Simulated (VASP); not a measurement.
# TiO2 in VASP: a series of runs, part 2 of 2

VASP 6.6.1. Earlier steps stand in the parts before.

## (4) Single point, PBE

This run uses another cell than the first one, of 11.47 Å³/atom, 1.025 times its volume.

File INCAR:

```
SYSTEM = TiO2
ALGO = Normal ; EDIFF = 1E-6
ENCUT = 520 ; GGA = PE
ISIF = 2 ; ISMEAR = 0
LASPH = .True. ; LCHARG = .True.
LELF = .True. ; LREAL = .False.
LVHAR = .True. ; LWAVE = .False.
NBANDS = 33 ; NELM = 60
PREC = Accurate ; SIGMA = 0.05
```

File KPOINTS:

```
k-points
0
Gamma
  6 6 10
  0 0 0
```

File POSCAR:

```
TiO2
1.0
    4.7594848118      0.0000000000      0.0000000000
    0.0000000000      4.7594848118      0.0000000000
    0.0000000000      0.0000000000      3.0379602810
Ti O
2 4
Direct
    0.0000000000      0.0000000000      0.0156977583
    0.5000000000      0.5000000000      0.5156977583
    0.3050970583      0.3050970583     -0.0234828613
    0.1949029417      0.8050970583      0.4765171387
    0.6949029417      0.6949029417     -0.0234828613
    0.8050970583      0.1949029417      0.4765171387
```

Potentials or basis: VASP PAW PBE potentials, release 64 (Ti_sv, O).

Run with:

```
> cat potpaw_PBE.64/Ti_sv/POTCAR potpaw_PBE.64/O/POTCAR > POTCAR
> mpirun -np 1 vasp_std > vasp.out
```

OUTCAR:

```text
SYSTEM = TiO2
   EDIFF = 1E-6
   ENCUT = 520
   GGA = PE
   ISIF = 2
   ISMEAR = 0
   LASPH = .True.
   LREAL = .False.
   NELM = 60
   PREC = Accurate

 ion  position               nearest neighbor table
   1  0.000  0.000  0.016-   4 1.92   6 1.92   5 2.06   3 2.06   4 2.10   6 2.10
   2  0.500  0.500  0.516-   3 1.92   5 1.92   4 2.06   6 2.06   3 2.10   5 2.10
   3  0.305  0.305  0.977-   2 1.92   1 2.06   2 2.10
   4  0.195  0.805  0.477-   1 1.92   2 2.06   1 2.10
   5  0.695  0.695  0.977-   2 1.92   1 2.06   2 2.10
   6  0.805  0.195  0.477-   1 1.92   2 2.06   1 2.10

  LATTYP: Found a simple tetragonal cell.
 ALAT       =     4.7594848118
 C/A-ratio  =     0.6382960344

  Lattice vectors:

 A1 = (   4.7594848118,   0.0000000000,   0.0000000000)
 A2 = (   0.0000000000,   4.7594848118,   0.0000000000)
 A3 = (   0.0000000000,   0.0000000000,   3.0379602810)

Analysis of symmetry for initial positions (statically):
=====================================================================
 Subroutine PRICEL returns:
 Original cell was already a primitive cell.

 Routine SETGRP: Setting up the symmetry group for a
 simple tetragonal supercell.

 Subroutine GETGRP returns: Found  8 space group operations
 (whereof  4 operations were pure point group operations)
 out of a pool of 16 trial point group operations.

The static configuration has the point symmetry C_2v.
 The point group associated with its full space group is C_4v.

Analysis of symmetry for dynamics (positions and initial velocities):
=====================================================================
 Subroutine PRICEL returns:
 Original cell was already a primitive cell.

 Routine SETGRP: Setting up the symmetry group for a
 simple tetragonal supercell.

 Subroutine GETGRP returns: Found  8 space group operations
 (whereof  4 operations were pure point group operations)
 out of a pool of 16 trial point group operations.

The dynamic configuration has the point symmetry C_2v.
 The point group associated with its full space group is C_4v.

 Subroutine INISYM returns: Found  8 space group operations
 (whereof  4 operations are pure point group operations),
 and found     1 'primitive' translations

----------------------------------------------------------------------------------------

                                     Primitive cell

  volume of cell :      68.8180

  direct lattice vectors                    reciprocal lattice vectors
     4.759484812  0.000000000  0.000000000     0.210106774  0.000000000  0.000000000
     0.000000000  4.759484812  0.000000000     0.000000000  0.210106774  0.000000000
     0.000000000  0.000000000  3.037960281     0.000000000  0.000000000  0.329168227

  length of vectors
     4.759484812  4.759484812  3.037960281     0.210106774  0.210106774  0.329168227

  position of ions in fractional coordinates (direct lattice)
     0.000000000  0.000000000  0.015697758
     0.500000000  0.500000000  0.515697758
     0.305097058  0.305097058  0.976517139
[... 35 lines left out ...]
 ===========================================

 Found     60 irreducible k-points:

 Following reciprocal coordinates:
            Coordinates               Weight
  0.000000  0.000000  0.000000      1.000000
  0.166667  0.000000  0.000000      4.000000
  0.333333  0.000000  0.000000      4.000000
  0.500000  0.000000  0.000000      2.000000
  0.166667  0.166667  0.000000      4.000000
  0.333333  0.166667  0.000000      8.000000
[... 16 lines left out ...]
  0.333333  0.000000  0.200000      8.000000
  0.500000  0.000000  0.200000      4.000000
 [... further k-points ...]
   k-points           NKPTS =     60   k-points in BZ     NKDIM =     60   number of bands    NBANDS=     33
   number of dos      NEDOS =    301   number of ions     NIONS =      6
   total plane-waves  NPLWV =  31104
   dimension x,y,z NGX =    36 NGY =   36 NGZ =   24
   dimension x,y,z NGXF=    72 NGYF=   72 NGZF=   48
   ions per type =               2   4
   NGX,Y,Z   is equivalent  to a cutoff of  12.57, 12.57, 13.13 a.u.
   NGXF,Y,Z  is equivalent  to a cutoff of  25.15, 25.15, 26.27 a.u.
 SYSTEM =  TiO2
   PREC   = accura    normal or accurate (medium, high low for compatibility)
   ISTART =      0    job   : 0-new  1-cont  2-samecut
   ICHARG =      2    charge: 1-file 2-atom 10-const
   ISPIN  =      1    spin polarized calculation?
   LNONCOLLINEAR =      F non collinear calculations
   LSORBIT =      F    spin-orbit coupling
   LASPH  =      T    aspherical Exc in radial PAW
   ENCUT  =  520.0 eV  38.22 Ry    6.18 a.u.   8.85  8.85  5.65*2*pi/ulx,y,z
   NELM   =     60;   NELMIN=  2; NELMDL= -5     # of ELM steps
   EDIFF  = 0.1E-05   stopping-criterion for ELM
   LREAL  =      F    real-space projection
   EDIFFG = 0.1E-04   stopping-criterion for IOM
   NSW    =      0    number of steps for IOM
   IBRION =     -1    ionic relax: 0-MD 1-quasi-New 2-CG
   NFREE  =      0    steps in history (QN), initial steepest desc. (CG)
   ISIF   =      2    stress and relaxation
   ISYM   =      2    0-nonsym 1-usesym 2-fastsym
   POTIM  = 0.5000    time-step for ionic-motion
   TEBEG  =    0.0;   TEEND  =   0.0 temperature during run
   PSTRESS=    0.0 pullay stress
   NELECT =      48.0000    total number of electrons
   NUPDOWN=      -1.0000    fix difference up-down
   EMIN   =  10.00;   EMAX   =-10.00  energy-range for DOS
   EFERMI =   0.00;   METHOD = LEGACY
   ISMEAR =     0;   SIGMA  =   0.05  broadening in eV -4-tet -1-fermi 0-gaus
   EFERMI_NEDOS =   21; number of points for ismear=-14 and -15
   IALGO  =     38    algorithm
   IMIX   =      4    mixing-type and parameters
     AMIX     =   0.40;   BMIX     =  1.00
     AMIX_MAG =   1.60;   BMIX_MAG =  1.00
  volume/ion in A,a.u.               =      11.47        77.40
  Fermi-wavevector in a.u.,A,eV,Ry     =   1.451848  2.743596 28.679225  2.107864
  Thomas-Fermi vector in A             =   2.569298
   LORBIT       =      0    0 simple, 1 ext, 2 COOP (PROOUT), +10 PAW based schemes
   GGA     = PE    functional components
   LHFCALC =     F    Hartree Fock is set to
   AEXX    =    0.0000 exact exchange contribution
   IVDW    =     0    specifies the selected vdW correction
   LEPSILON=     F    determine dielectric tensor
   LRPA    =     F    only Hartree local field effects (RPA)
 non-spin polarized calculation
 Gauss-broadening in eV      SIGMA  =   0.05
  energy-cutoff  :      520.00
  volume of cell :       68.82
 maximum number of plane-waves:      1872
 NGX is ok and might be reduce to    36
   NGX = 17   NGY = 17   NGZ = 11

 number of electron      47.9999981 magnetization

 Free energy of the ion-electron system (eV)
  ---------------------------------------------------
  ext. energy  EPLUGINS =         0.00000000
  ---------------------------------------------------
  free energy    TOTEN  =       -53.51416392 eV

  energy without entropy =      -53.51416392  energy(sigma->0) =      -53.51416392

 E-fermi :   4.0933     XC(G=0): -10.8886

 val. band max:        3.7918780935   @ k =   0.0000   0.0000   0.0000
 cond. band min:       5.6625364295   @ k =   0.5000   0.1667   0.5000
 fundamental gap:      1.8706583360
 Fermi energy:         4.0933351850

 k-point     1 :       0.0000    0.0000    0.0000
  band No.  band energies     occupation
      1     -53.2784      2.00000
      2     -53.2685      2.00000
      3     -29.5166      2.00000
      4     -29.5166      2.00000
      5     -29.4029      2.00000
      6     -29.4029      2.00000
[... 853 lines left out ...]
     32       8.3833      0.00000
     33       9.7618      0.00000

 [... further k-points ...]

------------------------ aborting loop because EDIFF is reached ----------------------------------------

  FORCE on cell =-STRESS in cart. coord.  units (eV):
  Direction    XX          YY          ZZ          XY          YZ          ZX
  --------------------------------------------------------------------------------------
  -------------------------------------------------------------------------------------
  Total       -4.8566815     -4.8566815     -6.0706374      0.0000000      0.0000000      0.0000000
  in kB     -113.0702176   -113.0702176   -141.3327779      0.0000000      0.0000000      0.0000000
  external PRESSURE =    -122.4910710 kB  Pullay stress =       0.0000000 kB

 VOLUME and BASIS-vectors are now :
 -----------------------------------------------------------------------------
  energy-cutoff  :      520.00
  volume of cell :       68.82
      direct lattice vectors                 reciprocal lattice vectors
     4.759484812  0.000000000  0.000000000     0.210106774  0.000000000  0.000000000
     0.000000000  4.759484812  0.000000000     0.000000000  0.210106774  0.000000000
     0.000000000  0.000000000  3.037960281     0.000000000  0.000000000  0.329168227

 POSITION                                       TOTAL-FORCE (eV/Angst)
 -----------------------------------------------------------------------------------
      0.00000      0.00000      0.04769         0.000000      0.000000      0.316601
      2.37974      2.37974      1.56667         0.000000      0.000000      0.316601
      1.45210      1.45210      2.96662         0.164322      0.164322     -0.158301
      0.92764      3.83185      1.44764        -0.164322      0.164322     -0.158301
      3.30738      3.30738      2.96662        -0.164322     -0.164322     -0.158301
      3.83185      0.92764      1.44764         0.164322     -0.164322     -0.158301
 -----------------------------------------------------------------------------------
    total drift:                               -0.000000      0.000000      0.001322

  FREE ENERGIE OF THE ION-ELECTRON SYSTEM (eV)
  ---------------------------------------------------
  free  energy   TOTEN  =       -53.5141639152 eV

  energy  without entropy=      -53.5141639152  energy(sigma->0) =      -53.51416392
```

Wall time 46 s (1 thread of Intel Xeon Platinum 8481C at 2.70GHz (Sapphire Rapids), shared host); peak memory 0.24 GiB.

What came out:

| Property | Result |
| --- | --- |
| Free energy | -53.5142 eV |
| Pressure | -12.2 GPa |
| Largest force | 0.317 eV/Å |
| Band gap on the k mesh | 1.87 eV, indirect (least direct gap 2.01 eV) |

Forces on the atoms (eV/Å):
```
Ti   0.000  0.000  0.317
Ti   0.000  0.000  0.317
O    0.164  0.164 -0.158
O   -0.164  0.164 -0.158
O   -0.164 -0.164 -0.158
O    0.164 -0.164 -0.158
```

Stress tensor (GPa, compression positive):
```
-11.31   0.00   0.00
  0.00 -11.31   0.00
  0.00   0.00 -14.13
```

## (5) Single point, PBE

This run uses another cell than the first one, of 11.47 Å³/atom, 1.025 times its volume.

File INCAR:

```
SYSTEM = TiO2
ALGO = Normal ; EDIFF = 1E-6
ENCUT = 520 ; GGA = PE
ISIF = 2 ; ISMEAR = 0
LASPH = .TRUE. ; LCHARG = .FALSE.
LREAL = .FALSE. ; LWAVE = .FALSE.
NBANDS = 33 ; NELM = 60
PREC = Accurate ; SIGMA = 0.05
```

File KPOINTS:

```
k-points
0
G
  6 6 10
  0 0 0
```

File POSCAR:

```
TiO2
1.0
    4.7594848118      0.0000000000      0.0000000000
    0.0000000000      4.7594848118      0.0000000000
    0.0000000000      0.0000000000      3.0379602810
Ti O
2 4
Direct
    0.0000000000      0.0000000000      0.0000000000
    0.5000000000      0.5000000000      0.5000000000
    0.3050970583      0.3050970583      0.0000000000
    0.1949029417      0.8050970583      0.5000000000
    0.6949029417      0.6949029417      0.0000000000
    0.8050970583      0.1949029417      0.5000000000
```

Run with:

```
> cat potpaw_PBE.64/Ti_sv/POTCAR potpaw_PBE.64/O/POTCAR > POTCAR
> mpirun -np 1 vasp_std > vasp.out
```

Wall time 58 s (1 thread of Intel Xeon Platinum 8481C at 2.70GHz (Sapphire Rapids), shared host); peak memory 0.24 GiB.

The run converged. Its results:

- Free energy: -53.4668 eV
- Pressure: -13.8 GPa
- Largest force: 0.327 eV/Å
- Band gap on the k mesh: 1.65 eV, direct

Forces in eV/Å, atoms in the order of the input:
```
Ti   0.000  0.000  0.000
Ti   0.000  0.000  0.000
O    0.231  0.231  0.000
O   -0.231  0.231  0.000
O   -0.231 -0.231  0.000
O    0.231 -0.231  0.000
```

Stress tensor (GPa, compression positive):
```
-12.56   0.00   0.00
  0.00 -12.56   0.00
  0.00   0.00 -16.32
```

Levels at points of the mesh, in eV from the valence-band top:
```csv
k point,band 20,band 21,band 22,band 23,band 24,band 25,band 26,band 27,band 28,band 29
"(0.00, 0.00, 0.00)",-1.83,-0.68,-0.42,-0.42,0.00,1.65,1.90,2.15,2.21,2.21
"(0.50, 0.00, 0.00)",-2.83,-1.49,-1.49,-0.65,-0.65,2.22,2.22,2.63,2.63,3.14
"(0.50, 0.50, 0.00)",-1.92,-1.23,-1.23,-1.02,-1.02,1.67,1.67,2.23,2.23,3.37
"(0.00, 0.00, 0.50)",-2.63,-1.99,-1.99,-1.34,-1.34,2.59,2.59,2.80,2.80,3.22
"(0.50, 0.00, 0.50)",-2.24,-1.84,-1.84,-0.89,-0.89,1.71,1.71,2.82,2.82,3.42
"(0.50, 0.50, 0.50)",-2.61,-1.09,-1.09,-0.66,-0.66,2.30,2.30,2.84,2.84,2.85
```
